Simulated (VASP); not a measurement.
# SrMoAs4 (I4_1/a) in VASP: single point with r2SCAN

Aim: the single point of SrMoAs4 with r2SCAN.

Program: VASP 6.6.1. These are calculated values, not measurements. Logs are shortened: lines on timing, memory, paths and dates and some standing lists are left out, and cuts for length are marked.

## (1) The cell of the first run

It takes space group I4_1/a (No. 88, tetragonal). Conventional cell: a = 6.393 Å, b = 6.393 Å, c = 15.283 Å, α = 90.00°, β = 90.00°, γ = 90.00°. Sr (site symmetry -4) has 8 As at 3.14 to 3.31 Å within 4.1 Å. Mo (site symmetry -4) has 8 As at 2.45 to 3.07 Å within 3.2 Å. As (site symmetry 1) has 2 Mo at 2.45 to 3.07 Å and 3 As at 2.46 to 3.25 Å and 2 Sr at 3.14 to 3.31 Å within 3.4 Å.

## (2) Single point, r2SCAN

Input file POSCAR:

```
SrMoAs4
1.0
    0.0000000000      6.3933928283      0.0000002254
    6.3933928283      0.0000000000      0.0000002254
    3.1966966835      3.1966966835     -7.6414076966
Sr Mo As
2 2 8
Direct
    0.8750000000      0.6250000000      0.7500000000
    0.1250000000      0.3750000000      0.2500000000
    0.3750000000      0.1250000000      0.7500000000
    0.6250000000      0.8750000000      0.2500000000
    0.0479752352      0.2042901521      0.9610273866
    0.7042901521      0.9909973782      0.4610273866
    0.4909973782      0.8346824613      0.9610273866
    0.3346824613      0.5479752352      0.4610273866
    0.9520247648      0.7957098479      0.0389726134
    0.2957098479      0.0090026218      0.5389726134
    0.5090026218      0.1653175387      0.0389726134
    0.6653175387      0.4520247648      0.5389726134
```

Input file INCAR.step1:

```
SYSTEM = SrMoAs4
PREC = Accurate ; ENCUT = 520
ISMEAR = -1 ; SIGMA = 0.1
LREAL = .FALSE. ; LASPH = .TRUE.
NELM = 100 ; NBANDS = 56
GGA = PE ; ALGO = Normal
EDIFF = 1E-4 ; LWAVE = .TRUE.
LCHARG = .FALSE.
```

Input file INCAR.step2:

```
SYSTEM = SrMoAs4
PREC = Accurate ; ENCUT = 520
EDIFF = 1E-6 ; ISMEAR = -1
SIGMA = 0.1 ; LREAL = .FALSE.
LASPH = .TRUE. ; NELM = 100
ALGO = Normal ; ISIF = 2
LWAVE = .FALSE. ; LCHARG = .FALSE.
METAGGA = R2SCAN ; LMIXTAU = .TRUE.
NBANDS = 56 ; ISTART = 1
```

Input file KPOINTS:

```
regular mesh
0
G
  4 4 4
  0 0 0
```

Potentials or basis: VASP PAW PBE potentials, release 64 (Sr_sv, Mo_sv, As).

The run is started by

```sh
> cat potpaw_PBE.64/Sr_sv/POTCAR potpaw_PBE.64/Mo_sv/POTCAR potpaw_PBE.64/As/POTCAR > POTCAR
> cp INCAR.step1 INCAR
> mpirun -np 1 vasp_std > vasp.out
> cp INCAR.step2 INCAR
> mpirun -np 1 vasp_std > vasp.out
```

OUTCAR:

```text
SYSTEM = SrMoAs4
   PREC = Accurate
   ENCUT = 520
   EDIFF = 1E-6
   ISMEAR = -1
   LREAL = .FALSE.
   LASPH = .TRUE.
   NELM = 100
   ISIF = 2
   METAGGA = R2SCAN
   ISTART = 1

 ion  position               nearest neighbor table
   1  0.875  0.625  0.750-  12 3.14   7 3.14   5 3.14  10 3.14   9 3.31   6 3.31   8 3.31  11 3.31
                             2 4.98   2 4.98   2 4.98   2 4.98
   2  0.125  0.375  0.250-   8 3.14  11 3.14   9 3.14   6 3.14   5 3.31  10 3.31  12 3.31   7 3.31
                             1 4.98   1 4.98   1 4.98   1 4.98
   3  0.375  0.125  0.750-  10 2.45   7 2.45   5 2.45  12 2.45  11 3.07   6 3.07   8 3.07   9 3.07

   4  0.625  0.875  0.250-   6 2.45  11 2.45   9 2.45   8 2.45   7 3.07  10 3.07  12 3.07   5 3.07

   5  0.048  0.204  0.961-   3 2.45   9 2.46   4 3.07   1 3.14   2 3.31
   6  0.704  0.991  0.461-   4 2.45  10 2.46   3 3.07   2 3.14   1 3.31
   7  0.491  0.835  0.961-   3 2.45  11 2.46   4 3.07   1 3.14   2 3.31
   8  0.335  0.548  0.461-   4 2.45  12 2.46   3 3.07   2 3.14   1 3.31
   9  0.952  0.796  0.039-   4 2.45   5 2.46   3 3.07   2 3.14   1 3.31
  10  0.296  0.009  0.539-   3 2.45   6 2.46   4 3.07   1 3.14   2 3.31
  11  0.509  0.165  0.039-   4 2.45   7 2.46   3 3.07   2 3.14   1 3.31
  12  0.665  0.452  0.539-   3 2.45   8 2.46   4 3.07   1 3.14   2 3.31

  LATTYP: Found a body centered tetragonal cell.
 ALAT       =     6.3933928283
 C/A-ratio  =     2.3904077623

  Lattice vectors:

 A1 = (  -3.1966966835,   3.1966961448,   7.6414079220)
 A2 = (   3.1966961448,  -3.1966966835,   7.6414079220)
 A3 = (   3.1966966835,   3.1966966835,  -7.6414076966)

Analysis of symmetry for initial positions (statically):
=====================================================================
 Subroutine PRICEL returns:
 Original cell was already a primitive cell.

 Routine SETGRP: Setting up the symmetry group for a
 body centered tetragonal supercell.

 Subroutine GETGRP returns: Found  8 space group operations
 (whereof  2 operations were pure point group operations)
 out of a pool of 16 trial point group operations.

The static configuration has the point symmetry S_2 .
 The point group associated with its full space group is C_4h.

Analysis of symmetry for dynamics (positions and initial velocities):
=====================================================================
 Subroutine PRICEL returns:
 Original cell was already a primitive cell.

[... 127 lines left out ...]
   PSTRESS=    0.0 pullay stress
   NELECT =      88.0000    total number of electrons
   NUPDOWN=      -1.0000    fix difference up-down
   EMIN   =  10.00;   EMAX   =-10.00  energy-range for DOS
   EFERMI =   0.00;   METHOD = LEGACY
   ISMEAR =    -1;   SIGMA  =   0.10  broadening in eV -4-tet -1-fermi 0-gaus
   EFERMI_NEDOS =   21; number of points for ismear=-14 and -15
   IALGO  =     38    algorithm
   IMIX   =      4    mixing-type and parameters
     AMIX     =   0.40;   BMIX     =  1.00
     AMIX_MAG =   1.60;   BMIX_MAG =  1.00
  volume/ion in A,a.u.               =      26.03       175.65
  Fermi-wavevector in a.u.,A,eV,Ry     =   1.073224  2.028099 15.671320  1.151810
  Thomas-Fermi vector in A             =   2.209017
   LORBIT       =      0    0 simple, 1 ext, 2 COOP (PROOUT), +10 PAW based schemes
   METAGGA = R2SCAN    functional components
   LHFCALC =     F    Hartree Fock is set to
   AEXX    =    0.0000 exact exchange contribution
   IVDW    =     0    specifies the selected vdW correction
   LEPSILON=     F    determine dielectric tensor
   LRPA    =     F    only Hartree local field effects (RPA)
 non-spin polarized calculation
  energy-cutoff  :      520.00
  volume of cell :      312.35
 maximum number of plane-waves:      8449
   NGX = 23   NGY = 23   NGZ = 33

 number of electron      87.9999995 magnetization

 Free energy of the ion-electron system (eV)
  ---------------------------------------------------
  ext. energy  EPLUGINS =         0.00000000
  ---------------------------------------------------
  free energy    TOTEN  =      -202.09163909 eV

  energy without entropy =     -201.94937160  energy(sigma->0) =     -202.02050534

 E-fermi :   4.0469     XC(G=0):  -9.7686

 val. band max:        3.9845362936   @ k =   0.5000   0.0000   0.2500
 cond. band min:       4.0482034537   @ k =  -0.2500   0.2500   0.0000
 fundamental gap:      0.0636671601
 Fermi energy:         4.0468659794

 k-point     1 :       0.0000    0.0000    0.0000
  band No.  band energies     occupation
      1     -59.0321      2.00000
      2     -59.0320      2.00000
      3     -32.8538      2.00000
      4     -32.8523      2.00000
      5     -32.5422      2.00000
      6     -32.5374      2.00000
[... 815 lines left out ...]
     55       7.5492      0.00000
     56       7.5492      0.00000

------------------------ aborting loop because EDIFF is reached ----------------------------------------

  FORCE on cell =-STRESS in cart. coord.  units (eV):
  Direction    XX          YY          ZZ          XY          YZ          ZX
  --------------------------------------------------------------------------------------
  -------------------------------------------------------------------------------------
  Total        0.3420090      0.3420090      0.2447788      0.0000143      0.0000000      0.0000000
  in kB        1.7543327      1.7543327      1.2555909      0.0000731      0.0000000      0.0000000
  external PRESSURE =       1.5880855 kB  Pullay stress =       0.0000000 kB

 VOLUME and BASIS-vectors are now :
 -----------------------------------------------------------------------------
  energy-cutoff  :      520.00
  volume of cell :      312.35
      direct lattice vectors                 reciprocal lattice vectors
     0.000000000  6.393392828  0.000000225    -0.000000002  0.156411472  0.065432974
     6.393392828  0.000000000  0.000000225     0.156411472 -0.000000002  0.065432974
     3.196696683  3.196696683 -7.641407697     0.000000005  0.000000005 -0.130865936

 POSITION                                       TOTAL-FORCE (eV/Angst)
 -----------------------------------------------------------------------------------
      6.39339      7.99174     -5.73106        -0.000000      0.000000      0.000000
      3.19670      1.59835     -1.91035        -0.000000     -0.000000      0.000000
      3.19670      4.79504     -5.73106        -0.000000     -0.000000      0.000000
      6.39339      4.79504     -1.91035        -0.000000      0.000000      0.000000
      4.37822      3.37884     -7.34360         0.035006      0.006433      0.008949
      7.80960      5.97657     -3.52290        -0.006433      0.035006      0.008949
      8.40857      6.21125     -7.34360        -0.035006     -0.006433      0.008949
      4.97719      3.61352     -3.52290         0.006433     -0.035006      0.008949
      5.21187      6.21125     -0.29781        -0.035006     -0.006433     -0.008949
      1.78049      3.61352     -4.11851         0.006433     -0.035006     -0.008949
      1.18152      3.37884     -0.29781         0.035006      0.006433     -0.008949
      4.61290      5.97657     -4.11851        -0.006433      0.035006     -0.008949
 -----------------------------------------------------------------------------------
    total drift:                               -0.000000     -0.000000     -0.000000

  FREE ENERGIE OF THE ION-ELECTRON SYSTEM (eV)
  ---------------------------------------------------
  free  energy   TOTEN  =      -202.0916390869 eV

  energy  without entropy=     -201.9493716017  energy(sigma->0) =     -202.02050534
```

OUTCAR.step1:

```text
SYSTEM = SrMoAs4
   PREC = Accurate
   ENCUT = 520
   ISMEAR = -1
   LREAL = .FALSE.
   LASPH = .TRUE.
[... 1079 lines left out ...]
      1.78049      3.61352     -4.11851        -0.092396     -0.356939      0.155380
      1.18152      3.37884     -0.29781         0.356939     -0.092396      0.155380
      4.61290      5.97657     -4.11851         0.092396      0.356939      0.155380
 -----------------------------------------------------------------------------------
    total drift:                               -0.000000     -0.000000     -0.000000

  FREE ENERGIE OF THE ION-ELECTRON SYSTEM (eV)
  ---------------------------------------------------
  free  energy   TOTEN  =       -63.7495356444 eV

  energy  without entropy=      -63.5709268676  energy(sigma->0) =      -63.66023126
```

OSZICAR.step1:

```text
N       E                     dE             d eps       ncg     rms          rms(c)
DAV:   1     0.604799368395E+03    0.60480E+03   -0.42743E+04  1728   0.138E+03
DAV:   2    -0.170173908386E+02   -0.62182E+03   -0.60531E+03  1912   0.313E+02
DAV:   3    -0.643433515580E+02   -0.47326E+02   -0.46131E+02  2352   0.723E+01
DAV:   4    -0.660466026978E+02   -0.17033E+01   -0.16898E+01  2272   0.116E+01
DAV:   5    -0.660924462031E+02   -0.45844E-01   -0.45809E-01  2288   0.178E+00    0.305E+01
DAV:   6    -0.672576334568E+02   -0.11652E+01   -0.38788E+01  1768   0.179E+01    0.164E+01
DAV:   7    -0.647069746039E+02    0.25507E+01   -0.34011E+01  1784   0.194E+01    0.143E+01
DAV:   8    -0.638286913332E+02    0.87828E+00   -0.29379E+00  1776   0.605E+00    0.367E+00
DAV:   9    -0.637425693495E+02    0.86122E-01   -0.84514E-01  1856   0.277E+00    0.142E+00
DAV:  10    -0.637497381345E+02   -0.71688E-02   -0.33785E-02  2224   0.561E-01    0.537E-01
DAV:  11    -0.637496107830E+02    0.12735E-03   -0.31280E-03  2208   0.184E-01    0.242E-01
DAV:  12    -0.637493849472E+02    0.22584E-03   -0.28974E-03  1856   0.178E-01    0.586E-02
DAV:  13    -0.637494905135E+02   -0.10557E-03   -0.16937E-04  1280   0.482E-02    0.185E-02
DAV:  14    -0.637495356444E+02   -0.45131E-04   -0.56213E-05  1072   0.256E-02
   1 F= -.63749536E+02 E0= -.63660231E+02  d E =-.178609E+00
```

It took 30 min on 1 thread of Oxide Virtual Turin-like, shared host; peak memory 0.54 GiB.

Results:

```yaml
Free_energy: -202.0916 eV
Pressure: 0.2 GPa
Largest_force: 0.037 eV/Å
Band_gap_on_the_k_mesh: 0.02 eV (least direct gap 0.06 eV)
```

Forces in eV/Å, atoms in the order of the input:
```
Sr   0.000  0.000  0.000
Sr   0.000  0.000  0.000
Mo   0.000  0.000  0.000
Mo   0.000  0.000  0.000
As   0.035  0.006  0.009
As  -0.006  0.035  0.009
As  -0.035 -0.006  0.009
As   0.006 -0.035  0.009
As  -0.035 -0.006 -0.009
As   0.006 -0.035 -0.009
As   0.035  0.006 -0.009
As  -0.006  0.035 -0.009
```

Caveat: the smearing spreads over this small gap; the PAW data sets were made with another functional, which shifts forces and pressure a little. A k mesh can miss the band edges.

The gap in the log of VASP goes by the Fermi energy; the results here count the filled bands.